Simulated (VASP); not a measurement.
Wanted: the native input for a VASP 6.6.1 run.

```yaml
Task: electric field gradients
Functional: PBE
Potentials_or_basis: VASP PAW PBE potentials, release 64 (Hg_sv_GW)
Cutoff: 410 eV
k_mesh: 12 × 12 × 12
Occupations: fermi-dirac, width 0.03 eV
Spin: no spin polarisation
Dipole_correction: no
Further_INCAR_settings: ALGO = Normal; EDIFF = 1e-08; NBANDS = 16
```

The structure of Hg lies in POSCAR:

```
Hg
1.0
    1.7183893641      0.9921125620      2.2190062596
   -1.7183893641      0.9921125620      2.2190062596
    0.0000000000     -1.9842251239      2.2190062596
Hg
1
Direct
    0.0000000000      0.0000000000      0.0000000000
```

One way to write it, as run:

INCAR

```
SYSTEM = Hg
PREC = Accurate ; ENCUT = 410
EDIFF = 1E-8 ; ISMEAR = -1
SIGMA = 0.03 ; LREAL = .False.
LASPH = .True. ; NELM = 120
ALGO = Normal ; ISIF = 2
LWAVE = .False. ; LCHARG = .False.
GGA = PE ; LEFG = .True.
NBANDS = 16 ; GGA_COMPAT = .False.
```

KPOINTS

```
regular mesh
0
Gamma
  12 12 12
  0 0 0
```

Potentials or basis: VASP PAW PBE potentials, release 64 (Hg_sv_GW).

The run is started by

```console
$ cat potpaw_PBE.64/Hg_sv_GW/POTCAR > POTCAR
$ mpirun -np 1 vasp_std > vasp.out
```

Results of the run:

```json
{"Pressure": "4.3 GPa", "Band gap on the k mesh": "zero (bands 10 and 11 overlap by 3.43 eV)", "Largest electric field gradient by atom": "Hg -144.3 V/Å²"}
```

Caveat: the cell stands under pressure; without QUAD_EFG the Cq values of the log hold for a quadrupole moment of 1 mb, not for the nuclei; spin-orbit coupling is left out, which moves the levels of the heavy elements.

It took 26 s on 1 thread of Intel(R) Xeon(R) Platinum 8488C (Sapphire Rapids), with other jobs on the host, peak memory 0.17 GiB.
